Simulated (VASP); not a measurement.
# Rh (Im-3m) in VASP: a series of runs, part 2 of 2

VASP 6.6.1. The steps go on from the part before.

## 4. Single point, PBE, non-collinear spin, zero start, spin-orbit coupling

This run uses another cell than the first one, of 14.50 Å³/atom, 0.926 times its volume.

Contents of INCAR:

```
  ALGO = Normal
  EDIFF = 1E-6
  ENCUT = 500
  GGA = PE
  GGA_COMPAT = F
  ISIF = 2
  ISMEAR = -1
  LASPH = T
  LCHARG = T
  LMAXMIX = 4
  LORBIT = 11
  LORBMOM = T
  LREAL = F
  LSORBIT = T
  LVHAR = T
  LWAVE = F
  MAGMOM = 0 0 0
  NBANDS = 26
  NELM = 200
  PREC = Accurate
  SIGMA = 0.1
```

Contents of KPOINTS:

```
k-points
0
Gamma
  14 14 14
```

Contents of POSCAR:

```
Rh
1.0
   -1.5362030892      1.5362030892      1.5362030892
    1.5362030892     -1.5362030892      1.5362030892
    1.5362030892      1.5362030892     -1.5362030892
Rh
1
Direct
    0.0000000000      0.0000000000      0.0000000000
```

Command:

```
> cat potpaw_PBE.64/Rh_pv/POTCAR > POTCAR
> mpirun -np 1 vasp_ncl > vasp.out
```

It took 60 s on 1 thread of AMD EPYC 9R45 (Zen 5), shared host; peak memory 0.15 GiB.

Results (log left out):

```
Free energy                                           : -7.1100 eV
Pressure                                              : 0.4 GPa
Net moment                                            : 0.00 μB per cell
Valence electrons inside the program's atomic spheres : Rh 13.72
```

Moments on the atoms (μB; x, y, z):
```
Rh  0.00 0.00 0.00
```

## 5. Single point, PBE

This run uses another cell than the first one, of 14.50 Å³/atom, 0.926 times its volume.

Contents of INCAR:

```
ALGO = Normal
EDIFF = 1E-6
ENCUT = 520
GGA = PE
ISIF = 2
ISMEAR = -1
LASPH = T
LCHARG = T
LELF = T
LREAL = F
LVHAR = T
LWAVE = F
NBANDS = 14
NELM = 80
PREC = Accurate
SIGMA = 0.1
```

Contents of KPOINTS:

```
k-points
0
Gamma
  7 7 7
```

Contents of POSCAR:

```
Rh
1.0
   -1.5362030895      1.5362030895      1.5362030895
    1.5362030895     -1.5362030895      1.5362030895
    1.5362030895      1.5362030895     -1.5362030895
Rh
1
Direct
    0.0000000000      0.0000000000      0.0000000000
```

Potentials or basis: VASP PAW PBE potentials, release 64 (Rh_pv).

Command:

```
> cat potpaw_PBE.64/Rh_pv/POTCAR > POTCAR
> mpirun -np 1 vasp_std > vasp.out
```

OUTCAR:

```text
EDIFF = 1E-6
   ENCUT = 520
   GGA = PE
   ISIF = 2
   ISMEAR = -1
   LASPH = T
   LREAL = F
   NELM = 80
   PREC = Accurate

 ion  position               nearest neighbor table
   1  0.000  0.000  0.000-

  LATTYP: Found a body centered cubic cell.
 ALAT       =     3.0724061790

  Lattice vectors:

 A1 = (  -1.5362030895,   1.5362030895,   1.5362030895)
 A2 = (   1.5362030895,  -1.5362030895,   1.5362030895)
[... 511 lines left out ...]
     12      29.0206      0.00000
     13      29.3911      0.00000
     14      31.6097      0.00000

------------------------ aborting loop because EDIFF is reached ----------------------------------------

  FORCE on cell =-STRESS in cart. coord.  units (eV):
  Direction    XX          YY          ZZ          XY          YZ          ZX
  --------------------------------------------------------------------------------------
  -------------------------------------------------------------------------------------
  Total       -0.0539634     -0.0539634     -0.0539634     -0.0000000     -0.0000000      0.0000000
  in kB       -5.9621655     -5.9621655     -5.9621655     -0.0000000     -0.0000000      0.0000000
  external PRESSURE =      -5.9621655 kB  Pullay stress =       0.0000000 kB

 VOLUME and BASIS-vectors are now :
 -----------------------------------------------------------------------------
  energy-cutoff  :      520.00
  volume of cell :       14.50
      direct lattice vectors                 reciprocal lattice vectors
    -1.536203090  1.536203090  1.536203090     0.000000000  0.325477799  0.325477799
     1.536203090 -1.536203090  1.536203090     0.325477799  0.000000000  0.325477799
     1.536203090  1.536203090 -1.536203090     0.325477799  0.325477799  0.000000000

 POSITION                                       TOTAL-FORCE (eV/Angst)
 -----------------------------------------------------------------------------------
      0.00000      0.00000      0.00000         0.000000      0.000000     -0.000000
 -----------------------------------------------------------------------------------
    total drift:                                0.000000     -0.000000      0.000000

  FREE ENERGIE OF THE ION-ELECTRON SYSTEM (eV)
  ---------------------------------------------------
  free  energy   TOTEN  =        -6.9874052115 eV

  energy  without entropy=       -6.9191215983  energy(sigma->0) =       -6.95326340
```

OSZICAR:

```text
N       E                     dE             d eps       ncg     rms          rms(c)
DAV:   1     0.119156591582E+03    0.11916E+03   -0.88794E+03   560   0.115E+03
DAV:   2    -0.586693055549E+01   -0.12502E+03   -0.11897E+03   620   0.336E+02
DAV:   3    -0.738765400577E+01   -0.15207E+01   -0.15159E+01   680   0.409E+01
DAV:   4    -0.739351807211E+01   -0.58641E-02   -0.58639E-02   638   0.261E+00
DAV:   5    -0.739357476868E+01   -0.56697E-04   -0.56697E-04   698   0.225E-01    0.916E+00
DAV:   6    -0.699829922627E+01    0.39528E+00   -0.78417E-01   584   0.116E+01    0.346E+00
DAV:   7    -0.698998308304E+01    0.83161E-02   -0.72975E-03   704   0.952E-01    0.183E+00
DAV:   8    -0.698742063753E+01    0.25624E-02   -0.16794E-03   596   0.544E-01    0.764E-02
DAV:   9    -0.698740641125E+01    0.14226E-04   -0.30075E-05   668   0.674E-02    0.120E-02
DAV:  10    -0.698740540117E+01    0.10101E-05   -0.21280E-06   624   0.156E-02    0.181E-03
DAV:  11    -0.698740521154E+01    0.18963E-06   -0.12765E-08   328   0.131E-03
   1 F= -.69874052E+01 E0= -.69532634E+01  d E =-.682836E-01
```

Run time: 10 s. Hardware: 1 thread of AMD EPYC 7R13, shared host; peak memory 0.09 GiB.

Results:

```yaml
Free_energy: -6.9874 eV
Pressure: -0.6 GPa
```

Levels at points of the mesh, in eV from the Fermi level:
| k point | band 4 | band 5 | band 6 | band 7 | band 8 | band 9 | band 10 | band 11 |
| --- | --- | --- | --- | --- | --- | --- | --- | --- |
| (0.00, 0.00, 0.00) | -7.43 | -2.75 | -2.75 | -2.75 | -0.44 | -0.44 | 18.40 | 18.40 |

Caveat: the k points lie up to 0.41 Å⁻¹ apart.

## 6. Overview

| spin | cell | k mesh | cutoff (eV) | gap on the mesh (eV) | pressure (GPa) |
| --- | --- | --- | --- | --- | --- |
| off | a = 2.730 Å, angles 109.5°, 1 atom | 16 × 16 × 16 | 500 | none | -14.5 |
| off | a = 2.763 Å, angles 109.5°, 1 atom | 16 × 16 × 16 | 500 | none | -19.4 |
| non-collinear, zero start, SOC | a = 2.661 Å, angles 109.5°, 1 atom | 14 × 14 × 14 | 500 | - | 0.4 |
| off | a = 2.661 Å, angles 109.5°, 1 atom | 7 × 7 × 7 | 520 | none | -0.6 |

Alike in all rows: task single point; level PBE; potentials or basis VASP PAW PBE potentials, release 64 (Rh_pv); smearing fermi-dirac 0.1 eV.

Caveats: some runs use coarse meshes.

Absolute energies hang on the potentials; compare differences alone.
